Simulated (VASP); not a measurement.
CoSi2, 3 atoms in the cell. The structure is cubic, space group Fm-3m (No. 225). The conventional cell has a = 5.320 Å, b = 5.320 Å, c = 5.320 Å, α = 90.00°, β = 90.00°, γ = 90.00°. Co (site symmetry m-3m) has 8 Si at 2.30 Å within 3.0 Å. Within 3.0 Å of Si (site symmetry -43m) lie 4 Co at 2.30 Å and 6 Si at 2.66 Å. 

```yaml
Program: VASP 6.6.1
Task: single point
Functional: PBE
Potentials_or_basis: VASP PAW PBE potentials, release 64 (Co, Si)
Cutoff: 600 eV
k_mesh: 9 × 9 × 9
Occupations: gaussian, width 0.1 eV
Spin: collinear spin, ferromagnetic start
Starting_moments: "[3.2, 0.0, 0.0] μB"
Dipole_correction: no
Further_INCAR_settings: ALGO = Normal; EDIFF = 1e-06; NBANDS = 20
```

Potentials or basis: VASP PAW PBE potentials, release 64 (Co, Si).

Launch:

```sh
$ cat potpaw_PBE.64/Co/POTCAR potpaw_PBE.64/Si/POTCAR > POTCAR
$ mpirun -np 1 vasp_std > vasp.out
```

Hardware: 1 thread of Intel(R) Xeon(R) 6975P-C (Granite Rapids) (shared host).

Estimate the wall time of this run.

It took 34 s on 1 thread of Intel(R) Xeon(R) 6975P-C (Granite Rapids), with other jobs on the host, peak memory 0.21 GiB. Counts: scf iterations 14, k points 35.
